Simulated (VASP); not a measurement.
Na, 1 atom in the cell. It takes space group I4/mmm (No. 139, tetragonal). The conventional cell has a = 4.943 Å, b = 4.943 Å, c = 4.569 Å, α = 90.00°, β = 90.00°, γ = 90.00°. Within 5.5 Å of Na (site symmetry 4/mmm) lie 14 Na at 4.18 to 4.94 Å.  This cell differs from its parent crystal: Rb replaced by Na, lengths x 0.853, strained.

| Item | Value |
| --- | --- |
| Program | VASP 6.6.1 |
| Task | single point |
| Functional | PBE |
| Potentials or basis | VASP PAW PBE potentials, release 64 (Na_pv) |
| Cutoff | 520 eV |
| k mesh | 6 × 6 × 6 |
| Occupations | gaussian, width 0.1 eV |
| Spin | no spin polarisation |
| Dipole correction | no |
| Further INCAR settings | ALGO = Fast; EDIFF = 1e-06; NBANDS = 10 |

Potentials or basis: VASP PAW PBE potentials, release 64 (Na_pv).

Launch:

```bash
$ cat potpaw_PBE.64/Na_pv/POTCAR > POTCAR
$ mpirun -np 1 vasp_std > vasp.out
```

Hardware: 1 thread of Intel(R) Xeon(R) Platinum 8375C CPU @ 2.90GHz (Ice Lake), with other jobs on the host.

**Question.** How long does it take, and how much memory?

**Answer.** It took 8.2 s on 1 thread of Intel(R) Xeon(R) Platinum 8375C CPU @ 2.90GHz (Ice Lake) (shared host), peak memory 0.17 GiB. Counts: scf iterations 11, k points 30.
